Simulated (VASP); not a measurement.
# MgS (F-43m) in VASP: a series of runs

The runs below take MgS through single point, with PBE+D3(BJ), RPBE, PBE.

Program: VASP 6.6.1. These are calculated values, not measurements. Logs are shortened: lines on timing, memory, paths and dates and some standing lists are left out, and cuts for length are marked.

## Step 1: The cell of the first run

It takes space group F-43m (No. 216, cubic). Conventional cell: a = 5.521 Å, b = 5.521 Å, c = 5.521 Å, α = 90.00°, β = 90.00°, γ = 90.00°. Mg (site symmetry -43m) has 4 S at 2.39 Å within 3.2 Å. Within 3.2 Å of S (site symmetry -43m) lie 4 Mg at 2.39 Å.

## Step 2: Single point, PBE+D3(BJ)

File INCAR:

```
ALGO = Normal
EDIFF = 1E-6
ENCUT = 600
GGA = PE
GGA_COMPAT = False
ISIF = 2
ISMEAR = 1
IVDW = 12
LASPH = True
LCHARG = False
LREAL = False
LWAVE = False
NBANDS = 11
NELM = 120
PREC = Accurate
SIGMA = 0.06802846561497
```

File KPOINTS:

```
k-points
0
Gamma
  2 2 2
```

File POSCAR:

```
MgS
1.0
    0.0000000000      2.7604436620      2.7604436620
    2.7604436620      0.0000000000      2.7604436620
    2.7604436620      2.7604436620      0.0000000000
Mg S
1 1
Direct
    0.0000000000      0.0000000000      0.0000000000
    0.7500000000      0.7500000000      0.7500000000
```

Potentials or basis: VASP PAW PBE potentials, release 64 (Mg, S).

On the command line:

```sh
cat potpaw_PBE.64/Mg/POTCAR potpaw_PBE.64/S/POTCAR > POTCAR
mpirun -np 1 vasp_std > vasp.out
```

OUTCAR:

```text
EDIFF = 1E-6
   ENCUT = 600
   GGA = PE
   ISIF = 2
   ISMEAR = 1
   IVDW = 12
   LASPH = True
   LREAL = False
   NELM = 120
   PREC = Accurate
 IVDW          = 12

 ion  position               nearest neighbor table
   1  0.000  0.000  0.000-   2 2.39   2 2.39   2 2.39   2 2.39
   2  0.750  0.750  0.750-   1 2.39   1 2.39   1 2.39   1 2.39

  LATTYP: Found a face centered cubic cell.
 ALAT       =     5.5208873240

  Lattice vectors:

 A1 = (   0.0000000000,   2.7604436620,   2.7604436620)
 A2 = (   2.7604436620,   0.0000000000,   2.7604436620)
 A3 = (   2.7604436620,   2.7604436620,   0.0000000000)

Analysis of symmetry for initial positions (statically):
=====================================================================
 Subroutine PRICEL returns:
 Original cell was already a primitive cell.

 Routine SETGRP: Setting up the symmetry group for a
 face centered cubic supercell.

 Subroutine GETGRP returns: Found 24 space group operations
 (whereof 24 operations were pure point group operations)
 out of a pool of 48 trial point group operations.

The static configuration has the point symmetry T_d .

Analysis of symmetry for dynamics (positions and initial velocities):
=====================================================================
 Subroutine PRICEL returns:
 Original cell was already a primitive cell.

 Routine SETGRP: Setting up the symmetry group for a
 face centered cubic supercell.

 Subroutine GETGRP returns: Found 24 space group operations
 (whereof 24 operations were pure point group operations)
 out of a pool of 48 trial point group operations.

The dynamic configuration has the point symmetry T_d .

 Subroutine INISYM returns: Found 24 space group operations
 (whereof 24 operations are pure point group operations),
 and found     1 'primitive' translations

----------------------------------------------------------------------------------------

                                     Primitive cell

  volume of cell :      42.0694

  direct lattice vectors                    reciprocal lattice vectors
     0.000000000  2.760443662  2.760443662    -0.181130304  0.181130304  0.181130304
     2.760443662  0.000000000  2.760443662     0.181130304 -0.181130304  0.181130304
     2.760443662  2.760443662  0.000000000     0.181130304  0.181130304 -0.181130304

  length of vectors
     3.903856865  3.903856865  3.903856865     0.313726890  0.313726890  0.313726890

  position of ions in fractional coordinates (direct lattice)
     0.000000000  0.000000000  0.000000000
     0.750000000  0.750000000  0.750000000

  ion indices of the primitive-cell ions
   primitive index   ion index
                 1           1
                 2           2

----------------------------------------------------------------------------------------

 KPOINTS: k-points

Automatic generation of k-mesh.
 Grid dimensions read from file:
 generate k-points for:    2    2    2

 Generating k-lattice:

  Cartesian coordinates                     Fractional coordinates (reciprocal lattice)
    -0.090565152  0.090565152  0.090565152     0.500000000  0.000000000  0.000000000
     0.090565152 -0.090565152  0.090565152     0.000000000  0.500000000  0.000000000
     0.090565152  0.090565152 -0.090565152     0.000000000  0.000000000  0.500000000

  Length of vectors
     0.156863445  0.156863445  0.156863445

  Shift w.r.t. Gamma in fractional coordinates (k-lattice)
     0.000000000  0.000000000  0.000000000

 Subroutine IBZKPT returns following result:
 ===========================================

 Found      3 irreducible k-points:

 Following reciprocal coordinates:
            Coordinates               Weight
  0.000000  0.000000  0.000000      1.000000
  0.500000  0.000000  0.000000      4.000000
  0.500000  0.500000  0.000000      3.000000
   k-points           NKPTS =      3   k-points in BZ     NKDIM =      3   number of bands    NBANDS=     11
   number of dos      NEDOS =    301   number of ions     NIONS =      2
   total plane-waves  NPLWV =  32768
   dimension x,y,z NGX =    32 NGY =   32 NGZ =   32
   dimension x,y,z NGXF=    64 NGYF=   64 NGZF=   64
   ions per type =               1   1
   NGX,Y,Z   is equivalent  to a cutoff of  13.63, 13.63, 13.63 a.u.
   NGXF,Y,Z  is equivalent  to a cutoff of  27.25, 27.25, 27.25 a.u.
 SYSTEM =  unknown system
   PREC   = accura    normal or accurate (medium, high low for compatibility)
   ISTART =      0    job   : 0-new  1-cont  2-samecut
   ICHARG =      2    charge: 1-file 2-atom 10-const
   ISPIN  =      1    spin polarized calculation?
   LNONCOLLINEAR =      F non collinear calculations
   LSORBIT =      F    spin-orbit coupling
   LASPH  =      T    aspherical Exc in radial PAW
   ENCUT  =  600.0 eV  44.10 Ry    6.64 a.u.   7.80  7.80  7.80*2*pi/ulx,y,z
   NELM   =    120;   NELMIN=  2; NELMDL= -5     # of ELM steps
   EDIFF  = 0.1E-05   stopping-criterion for ELM
   LREAL  =      F    real-space projection
   EDIFFG = 0.1E-04   stopping-criterion for IOM
   NSW    =      0    number of steps for IOM
   IBRION =     -1    ionic relax: 0-MD 1-quasi-New 2-CG
   NFREE  =      0    steps in history (QN), initial steepest desc. (CG)
   ISIF   =      2    stress and relaxation
   ISYM   =      2    0-nonsym 1-usesym 2-fastsym
   POTIM  = 0.5000    time-step for ionic-motion
   TEBEG  =    0.0;   TEEND  =   0.0 temperature during run
   PSTRESS=    0.0 pullay stress
   NELECT =       8.0000    total number of electrons
   NUPDOWN=      -1.0000    fix difference up-down
   EMIN   =  10.00;   EMAX   =-10.00  energy-range for DOS
   EFERMI =   0.00;   METHOD = LEGACY
   ISMEAR =     1;   SIGMA  =   0.07  broadening in eV -4-tet -1-fermi 0-gaus
   EFERMI_NEDOS =   21; number of points for ismear=-14 and -15
   IALGO  =     38    algorithm
   IMIX   =      4    mixing-type and parameters
     AMIX     =   0.40;   BMIX     =  1.00
     AMIX_MAG =   1.60;   BMIX_MAG =  1.00
  volume/ion in A,a.u.               =      21.03       141.95
  Fermi-wavevector in a.u.,A,eV,Ry     =   0.941418  1.779023 12.058412  0.886268
  Thomas-Fermi vector in A             =   2.068927
   LORBIT       =      0    0 simple, 1 ext, 2 COOP (PROOUT), +10 PAW based schemes
   GGA     = PE    functional components
   LHFCALC =     F    Hartree Fock is set to
   AEXX    =    0.0000 exact exchange contribution
   IVDW    =    12    specifies the selected vdW correction
   LEPSILON=     F    determine dielectric tensor
   LRPA    =     F    only Hartree local field effects (RPA)
 non-spin polarized calculation
 Methfessel and Paxton  Order N= 1 SIGMA  =   0.07
  energy-cutoff  :      600.00
  volume of cell :       42.07
 maximum number of plane-waves:      1411
 NGX is ok and might be reduce to    32
   NGX = 15   NGY = 15   NGZ = 15

 number of electron       8.0000000 magnetization

 Free energy of the ion-electron system (eV)
  ---------------------------------------------------
  ext. energy  EPLUGINS =         0.00000000
  ---------------------------------------------------
  free energy    TOTEN  =        -7.60429553 eV

  energy without entropy =       -7.60577461  energy(sigma->0) =       -7.60478856

 E-fermi :   1.9085     XC(G=0):  -8.5517

 val. band max:        1.8512729388   @ k =   0.0000   0.0000   0.0000
 cond. band min:       5.5038700925   @ k =   0.5000   0.5000   0.0000
 fundamental gap:      3.6525971538
 Fermi energy:         1.9085447846

 k-point     1 :       0.0000    0.0000    0.0000
  band No.  band energies     occupation
      1      -9.6644      2.00000
      2       1.8513      2.00000
      3       1.8513      2.00000
      4       1.8513      2.00000
      5       5.6162      0.00000
      6       9.8148      0.00000
      7       9.8148      0.00000
      8       9.8148      0.00000
      9      12.6731      0.00000
     10      12.6731      0.00000
     11      16.0344      0.00000

 k-point     2 :       0.5000    0.0000    0.0000
  band No.  band energies     occupation
      1      -8.8323      2.00000
      2      -1.6354      2.00000
      3       1.4899      2.00000
      4       1.4899      2.00000
      5       7.0919      0.00000
      6       9.4082      0.00000
      7       9.4082      0.00000
      8      10.7763      0.00000
      9      15.1882      0.00000
     10      15.1882      0.00000
     11      15.2291      0.00000

 k-point     3 :       0.5000    0.5000    0.0000
  band No.  band energies     occupation
      1      -8.5612      2.00000
      2      -1.2659      2.00000
      3       0.6906      2.00000
      4       0.6906      2.00000
      5       5.5039      0.00000
      6       7.4183      0.00000
      7      13.7490      0.00000
      8      14.6464      0.00000
      9      14.6464      0.00000
     10      15.9913      0.00000
     11      15.9938      0.00000

------------------------ aborting loop because EDIFF is reached ----------------------------------------

 Edisp (eV)   -0.58868

 E8    (eV) :    -0.2370

  FORCE on cell =-STRESS in cart. coord.  units (eV):
  Direction    XX          YY          ZZ          XY          YZ          ZX
  --------------------------------------------------------------------------------------
  -------------------------------------------------------------------------------------
  Total       1.96583     1.96583     1.96583    -0.00000     0.00000     0.00000
  in kB      74.86691    74.86691    74.86691    -0.00000     0.00000     0.00000
  external pressure =       74.87 kB  Pullay stress =        0.00 kB

 VOLUME and BASIS-vectors are now :
 -----------------------------------------------------------------------------
  energy-cutoff  :      600.00
  volume of cell :       42.07
      direct lattice vectors                 reciprocal lattice vectors
     0.000000000  2.760443662  2.760443662    -0.181130304  0.181130304  0.181130304
     2.760443662  0.000000000  2.760443662     0.181130304 -0.181130304  0.181130304
     2.760443662  2.760443662  0.000000000     0.181130304  0.181130304 -0.181130304

 POSITION                                       TOTAL-FORCE (eV/Angst)
 -----------------------------------------------------------------------------------
      0.00000      0.00000      0.00000         0.000000      0.000000      0.000000
      4.14067      4.14067      4.14067        -0.000000     -0.000000     -0.000000
 -----------------------------------------------------------------------------------
    total drift:                                0.000000      0.000000      0.000000

  FREE ENERGIE OF THE ION-ELECTRON SYSTEM (eV)
  ---------------------------------------------------
  free  energy   TOTEN  =        -8.1929713974 eV

  energy  without entropy=       -8.1944504822  energy(sigma->0) =       -8.19346443
```

It took 8.6 s on 1 thread of AMD EPYC 7R13, shared host; peak memory 0.15 GiB.

Results:

```yaml
Free_energy: -8.1930 eV
Pressure: 7.5 GPa
Band_gap_on_the_k_mesh: 3.65 eV, indirect (least direct gap 3.76 eV)
Dispersion_energy_per_atom: -0.294 eV
```

Caveat: the k points lie up to 0.99 Å⁻¹ apart.

## Step 3: Single point, RPBE

This run uses another cell than the first one, of 22.74 Å³/atom, 1.081 times its volume.

File INCAR:

```
  PREC = Accurate
  ENCUT = 600
  EDIFF = 1E-6
  ISMEAR = 0
  SIGMA = 0.01
  LREAL = False
  LASPH = True
  NELM = 120
  ALGO = Normal
  ISIF = 2
  LWAVE = False
  LCHARG = True
  GGA = RP
  LELF = True
  LVHAR = True
  ISYM = 0
  NBANDS = 11
  GGA_COMPAT = False
```

File KPOINTS:

```
Automatic mesh
0
Gamma
  2 2 2
  0.22 0.06 0.09
```

File POSCAR:

```
MgS
1.0
    0.0000000000      2.8331200468      2.8331200468
    2.8331200468      0.0000000000      2.8331200468
    2.8331200468      2.8331200468      0.0000000000
Mg S
1 1
Direct
    0.0000000000      0.0000000000      0.0000000000
    0.7500000000      0.7500000000      0.7500000000
```

Potentials or basis: VASP PAW PBE potentials, release 64 (Mg, S).

On the command line:

```sh
cat potpaw_PBE.64/Mg/POTCAR potpaw_PBE.64/S/POTCAR > POTCAR
mpirun -np 1 vasp_std > vasp.out
```

Wall time 3 min (1 thread of AMD EPYC 7R13, shared host); peak memory 0.24 GiB.

It converged, with:

* Free energy: -7.5527 eV
* Pressure: 4.5 GPa
* Band gap on the k mesh: 4.05 eV, direct

Levels at points of the mesh, in eV from the valence-band top:
| k point | band 1 | band 2 | band 3 | band 4 | band 5 | band 6 | band 7 | band 8 |
| --- | --- | --- | --- | --- | --- | --- | --- | --- |
| (0.11, 0.03, 0.04) | -11.16 | -0.36 | -0.06 | 0.00 | 4.05 | 7.81 | 8.05 | 8.11 |

Caveat: the k points lie up to 0.96 Å⁻¹ apart; the PAW data sets were made with another functional, which shifts forces and pressure a little. A k mesh can miss the band edges.

## Step 4: Single point, PBE

This run uses another cell than the first one, of 22.74 Å³/atom, 1.081 times its volume.

File INCAR:

```
ALGO = Normal
EDIFF = 1E-6
ENCUT = 600
GGA = PE
GGA_COMPAT = False
ISIF = 2
ISMEAR = 0
LASPH = True
LCHARG = False
LREAL = False
LWAVE = False
NBANDS = 11
NELM = 120
PREC = Accurate
SIGMA = 0.1
```

File KPOINTS:

```
k-points
0
Gamma
  4 4 4
```

POSCAR is that of step 3.

On the command line:

```sh
cat potpaw_PBE.64/Mg/POTCAR potpaw_PBE.64/S/POTCAR > POTCAR
mpirun -np 1 vasp_std > vasp.out
```

It took 13 s on 1 thread of AMD EPYC 7R13, shared host; peak memory 0.14 GiB.

Results (log left out):

```yaml
Free_energy: -8.4573 eV
Pressure: 0.9 GPa
Band_gap_on_the_k_mesh: 3.44 eV, direct
```

Levels at points of the mesh, in eV from the valence-band top:
```
           k point  band 2  band 3  band 4  band 5  band 6  band 7
(0.00, 0.00, 0.00)    0.00    0.00    0.00    3.44    7.94    7.94
(0.50, 0.00, 0.00)   -3.12   -0.33   -0.33    5.10    7.63    7.63
(0.50, 0.50, 0.00)   -2.81   -1.03   -1.03    3.88    5.64   11.14
```

Caveat: the k points lie up to 0.48 Å⁻¹ apart.

## Step 5: Single point, PBE

This run uses another cell than the first one, of 27.06 Å³/atom, 1.286 times its volume.

File INCAR:

```
SYSTEM = MgS
PREC     = Accurate       ! precision mode
ENCUT    = 600            ! plane-wave cutoff, eV
EDIFF    = 1E-6           ! SCF threshold, eV
ISMEAR   = 0              ! smearing method
SIGMA    = 0.1            ! smearing width, eV
LREAL    = .False.        ! projectors in reciprocal space
LASPH    = .True.         ! aspherical terms in the spheres
NELM     = 120            ! most SCF steps
ALGO     = Normal         ! electronic algorithm
ISIF     = 2              ! what is computed and relaxed
LWAVE    = .False.        ! write WAVECAR
LCHARG   = .True.         ! write CHGCAR
GGA      = PE             ! functional
LELF     = .True.         ! ELF
LVHAR    = .True.       
NBANDS   = 11             ! bands
GGA_COMPAT= .False.
```

File KPOINTS:

```
Automatic mesh
0
Gamma
  4 4 4
  0 0 0
```

File POSCAR:

```
MgS
1.0
    0.0000000000      3.0022530699      3.0022530699
    3.0022530699      0.0000000000      3.0022530699
    3.0022530699      3.0022530699      0.0000000000
Mg S
1 1
Direct
    0.0000000000      0.0000000000      0.0000000000
    0.7500000000      0.7500000000      0.7500000000
```

On the command line:

```sh
cat potpaw_PBE.64/Mg/POTCAR potpaw_PBE.64/S/POTCAR > POTCAR
mpirun -np 1 vasp_std > vasp.out
```

It took 23 s on 1 thread of AMD EPYC 7R13, shared host; peak memory 0.17 GiB.

Results (log left out):

- Free energy: -8.2791 eV
- Pressure: -6.4 GPa
- Band gap on the k mesh: 2.63 eV, direct

Levels at points of the mesh, in eV from the valence-band top:
```csv
k point,band 2,band 3,band 4,band 5,band 6,band 7
"(0.00, 0.00, 0.00)",0.00,0.00,0.00,2.63,7.47,7.47
"(0.50, 0.00, 0.00)",-2.59,-0.27,-0.27,4.45,7.34,7.34
"(0.50, 0.50, 0.00)",-2.37,-0.84,-0.84,3.97,5.31,9.64
```

Caveat: the k points lie up to 0.45 Å⁻¹ apart.

(Part 1 of 2 ends here.)
